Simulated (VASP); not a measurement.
# ScSi3 (Pm-3m) in VASP: further runs, part 2 of 2

VASP 6.6.1. The steps go on from the part before.

### 4 Single point, LDA

Input file INCAR:

```
PREC     = Accurate       # precision mode
ENCUT    = 520            # plane-wave cutoff, eV
EDIFF    = 1E-7           # SCF threshold, eV
ISMEAR   = 0              # smearing method
SIGMA    = 0.05           # smearing width, eV
LREAL    = F              # projectors in reciprocal space
LASPH    = T              # aspherical terms in the spheres
NELM     = 60             # most SCF steps
ALGO     = Normal         # electronic algorithm
ISIF     = 2              # what is computed and relaxed
LWAVE    = F              # write WAVECAR
LCHARG   = T              # write CHGCAR
GGA      = CA             # functional
LELF     = T              # ELF
LVHAR    = T            
NBANDS   = 20             # bands
```

Input file KPOINTS:

```
regular mesh
0
Gamma
  8 8 8
```

Input file POSCAR:

```
ScSi3
1.0
    3.9655533451      0.0000000000      0.0000000000
    0.0000000000      3.9655533451      0.0000000000
    0.0000000000      0.0000000000      3.9655533451
Sc Si
1 3
Direct
    0.0000000000      0.0000000000      0.0000000000
    0.0000000000      0.5000000000      0.5000000000
    0.5000000000      0.5000000000      0.0000000000
    0.5000000000      0.0000000000      0.5000000000
```

Potentials or basis: VASP PAW LDA potentials, release 64 (Sc_sv, Si).

Command:

```console
$ cat potpaw_LDA.64/Sc_sv/POTCAR potpaw_LDA.64/Si/POTCAR > POTCAR
$ mpirun -np 1 vasp_std > vasp.out
```

OUTCAR:

```text
PREC = Accurate
   ENCUT = 520
   EDIFF = 1E-7
   ISMEAR = 0
   LREAL = F
   LASPH = T
   NELM = 60
   ISIF = 2
   GGA = CA

 ion  position               nearest neighbor table
   1  0.000  0.000  0.000-   2 2.80   3 2.80   4 2.80   2 2.80   4 2.80   2 2.80   3 2.80   2 2.80
                             3 2.80   4 2.80   4 2.80   3 2.80
   2  0.000  0.500  0.500-   1 2.80   3 2.80   4 2.80   1 2.80   3 2.80   1 2.80   4 2.80   1 2.80
                             3 2.80   4 2.80   3 2.80   4 2.80
   3  0.500  0.500  0.000-   1 2.80   2 2.80   4 2.80   2 2.80   4 2.80   1 2.80   4 2.80   4 2.80
                             1 2.80   2 2.80   2 2.80   1 2.80
   4  0.500  0.000  0.500-   1 2.80   2 2.80   3 2.80   1 2.80   3 2.80   2 2.80   3 2.80   3 2.80
                             1 2.80   2 2.80   1 2.80   2 2.80

  LATTYP: Found a simple cubic cell.
 ALAT       =     3.9655533451

  Lattice vectors:

 A1 = (   3.9655533451,   0.0000000000,   0.0000000000)
 A2 = (   0.0000000000,   3.9655533451,   0.0000000000)
 A3 = (   0.0000000000,   0.0000000000,   3.9655533451)

Analysis of symmetry for initial positions (statically):
[... 173 lines left out ...]
  ---------------------------------------------------
  free energy    TOTEN  =       -25.83949365 eV

  energy without entropy =      -25.83867764  energy(sigma->0) =      -25.83908564

 E-fermi :   8.7414     XC(G=0): -11.2741

 val. band max:        8.7018190582   @ k =   0.3750   0.1250   0.1250
 cond. band min:       8.7927176708   @ k =   0.5000   0.0000   0.0000
 fundamental gap:      0.0908986127
 Fermi energy:         8.7413857131

 k-point     1 :       0.0000    0.0000    0.0000
  band No.  band energies     occupation
      1     -40.0297      2.00000
      2     -19.0805      2.00000
      3     -19.0805      2.00000
      4     -19.0805      2.00000
      5      -4.0592      2.00000
      6       3.5414      2.00000
[... 541 lines left out ...]
     19      14.1456      0.00000
     20      14.5175      0.00000

 [... further k-points ...]
[... 5 lines left out ...]
  --------------------------------------------------------------------------------------
  -------------------------------------------------------------------------------------
  Total       -1.9707721     -1.9707721     -1.9707721     -0.0000000      0.0000000     -0.0000000
  in kB      -50.6332254    -50.6332254    -50.6332254     -0.0000000      0.0000000     -0.0000000
  external PRESSURE =     -50.6332254 kB  Pullay stress =       0.0000000 kB

 VOLUME and BASIS-vectors are now :
 -----------------------------------------------------------------------------
  energy-cutoff  :      520.00
  volume of cell :       62.36
      direct lattice vectors                 reciprocal lattice vectors
     3.965553345  0.000000000  0.000000000     0.252171617  0.000000000  0.000000000
     0.000000000  3.965553345  0.000000000     0.000000000  0.252171617  0.000000000
     0.000000000  0.000000000  3.965553345     0.000000000  0.000000000  0.252171617

 POSITION                                       TOTAL-FORCE (eV/Angst)
 -----------------------------------------------------------------------------------
      0.00000      0.00000      0.00000         0.000000      0.000000      0.000000
      0.00000      1.98278      1.98278         0.000000      0.000000      0.000000
      1.98278      1.98278      0.00000         0.000000      0.000000      0.000000
      1.98278      0.00000      1.98278         0.000000      0.000000      0.000000
 -----------------------------------------------------------------------------------
    total drift:                                0.000000     -0.000000      0.000000

  FREE ENERGIE OF THE ION-ELECTRON SYSTEM (eV)
  ---------------------------------------------------
  free  energy   TOTEN  =       -25.8394936457 eV

  energy  without entropy=      -25.8386776377  energy(sigma->0) =      -25.83908564
```

Run time: 24 s. Hardware: 1 thread of Intel Xeon Platinum 8559C (Emerald Rapids), shared host; peak memory 0.16 GiB.

What came out:

```yaml
Free_energy: -25.8395 eV
Pressure: -5.1 GPa
```

Levels at points of the mesh, in eV from the Fermi level:
```
           k point  band 8  band 9  band 10  band 11  band 12  band 13  band 14  band 15
(0.00, 0.00, 0.00)   -3.90   -3.90    -3.90     0.70     0.73     0.73     0.73     2.66
(0.50, 0.00, 0.00)   -3.58   -3.27    -2.81    -0.79    -0.79     0.05     1.09     1.14
(0.50, 0.50, 0.00)   -6.02   -2.08    -2.08    -0.80    -0.55     1.11     1.11     1.68
(0.50, 0.50, 0.50)   -6.58   -4.74    -4.74    -4.74     0.64     2.22     2.22     3.32
```

### 5 Single point, PBE

This run uses another cell than the first one, of 16.04 Å³/atom, 1.029 times its volume.

Input file INCAR:

```
PREC = Accurate ; ENCUT = 520
EDIFF = 1E-7 ; ISMEAR = 0
SIGMA = 0.05 ; LREAL = F
LASPH = T ; NELM = 60
ALGO = Normal ; ISIF = 2
LWAVE = F ; LCHARG = F
GGA = PE ; NBANDS = 20
```

Input file KPOINTS:

```
Automatic mesh
0
Gamma
  8 8 8
```

Input file POSCAR:

```
ScSi3
1.0
    4.0034960906      0.0000000000      0.0000000000
    0.0000000000      4.0034960906      0.0000000000
    0.0000000000      0.0000000000      4.0034960906
Sc Si
1 3
Direct
    0.0000000000      0.0000000000      0.0000000000
    0.0000000000      0.5000000000      0.5000000000
    0.5000000000      0.5000000000      0.0000000000
    0.5000000000      0.0000000000      0.5000000000
```

Potentials or basis: VASP PAW PBE potentials, release 64 (Sc_sv, Si).

Command:

```console
$ cat potpaw_PBE.64/Sc_sv/POTCAR potpaw_PBE.64/Si/POTCAR > POTCAR
$ mpirun -np 1 vasp_std > vasp.out
```

Wall time 26 s (1 thread of Intel Xeon Platinum 8559C (Emerald Rapids), shared host); peak memory 0.18 GiB.

The run converged. Its results:

| Quantity | Value |
| --- | --- |
| Free energy | -23.3225 eV |
| Pressure | -2.5 GPa |

Levels at points of the mesh, in eV from the Fermi level:
| k point | band 8 | band 9 | band 10 | band 11 | band 12 | band 13 | band 14 | band 15 |
| --- | --- | --- | --- | --- | --- | --- | --- | --- |
| (0.00, 0.00, 0.00) | -3.89 | -3.89 | -3.89 | 0.71 | 0.76 | 0.76 | 0.76 | 2.57 |
| (0.50, 0.00, 0.00) | -3.52 | -3.37 | -2.73 | -0.84 | -0.84 | 0.03 | 1.04 | 1.16 |
| (0.50, 0.50, 0.00) | -5.96 | -2.04 | -2.04 | -0.79 | -0.58 | 1.01 | 1.01 | 1.68 |
| (0.50, 0.50, 0.50) | -6.47 | -4.74 | -4.74 | -4.74 | 0.59 | 2.22 | 2.22 | 3.23 |

### 6 Single point, PBE (volume scaled by 1.020)

Input file INCAR:

```
SYSTEM = ScSi3
PREC = Accurate
ENCUT = 520
EDIFF = 1E-6
ISMEAR = 0
SIGMA = 0.05
LREAL = .False.
LASPH = .True.
NELM = 100
ALGO = Normal
ISIF = 2
LWAVE = .False.
LCHARG = .False.
GGA = PE
NBANDS = 20
```

Input file KPOINTS:

```
Automatic mesh
0
Gamma
  8 8 8
  0 0 0
```

Input file POSCAR:

```
ScSi3
1.0
    3.9918160531      0.0000000000      0.0000000000
    0.0000000000      3.9918160531      0.0000000000
    0.0000000000      0.0000000000      3.9918160531
Sc Si
1 3
Direct
    0.0000000000      0.0000000000      0.0000000000
    0.0000000000      0.5000000000      0.5000000000
    0.5000000000      0.5000000000      0.0000000000
    0.5000000000      0.0000000000      0.5000000000
```

Potentials or basis: VASP PAW PBE potentials, release 64 (Sc_sv, Si).

Command:

```console
$ cat potpaw_PBE.64/Sc_sv/POTCAR potpaw_PBE.64/Si/POTCAR > POTCAR
$ mpirun -np 1 vasp_std > vasp.out
```

It took 25 s on 1 thread of Intel Xeon Platinum 8559C (Emerald Rapids), shared host; peak memory 0.18 GiB.

It converged, with:

| Item | Value |
| --- | --- |
| Free energy | -23.3297 eV |
| Pressure | -1.7 GPa |

Levels at points of the mesh, in eV from the Fermi level:
```csv
k point,band 7,band 8,band 9,band 10,band 11,band 12,band 13,band 14,band 15,band 16
"(0.00, 0.00, 0.00)",-5.19,-3.91,-3.91,-3.91,0.70,0.76,0.76,0.76,2.60,2.60
"(0.50, 0.00, 0.00)",-3.55,-3.55,-3.33,-2.76,-0.84,-0.84,0.03,1.07,1.17,2.80
"(0.50, 0.50, 0.00)",-8.43,-5.99,-2.05,-2.05,-0.80,-0.57,1.04,1.04,1.70,1.95
"(0.50, 0.50, 0.50)",-7.80,-6.52,-4.77,-4.77,-4.77,0.60,2.24,2.24,3.27,3.27
```

Caveat: the cell differs from its parent crystal (volume scaled by 1.020).

### 7 Summary

```tsv
level	potentials or basis	cell	gap on the mesh (eV)	pressure (GPa)
PBE	VASP PAW PBE potentials, release 64 (Sc_sv, Si)	a = 3.966 Å, 4 atoms	none	0.1
PBEsol	VASP PAW PBE potentials, release 64 (Sc_sv, Si)	a = 3.966 Å, 4 atoms	none	-2.9
LDA	VASP PAW LDA potentials, release 64 (Sc_sv, Si)	a = 3.966 Å, 4 atoms	none	-5.1
PBE	VASP PAW PBE potentials, release 64 (Sc_sv, Si)	a = 4.003 Å, 4 atoms	none	-2.5
PBE	VASP PAW PBE potentials, release 64 (Sc_sv, Si)	a = 3.992 Å, 4 atoms	none	-1.7
```

Alike in all rows: task single point; no spin polarisation; k mesh 8 × 8 × 8; cutoff (eV) 520; smearing gaussian 0.05 eV.

Caveats: the PAW data sets were made with another functional, which shifts forces and pressure a little (some runs).

Total energies depend on the potentials used, so only differences within one code and one set of settings carry meaning.
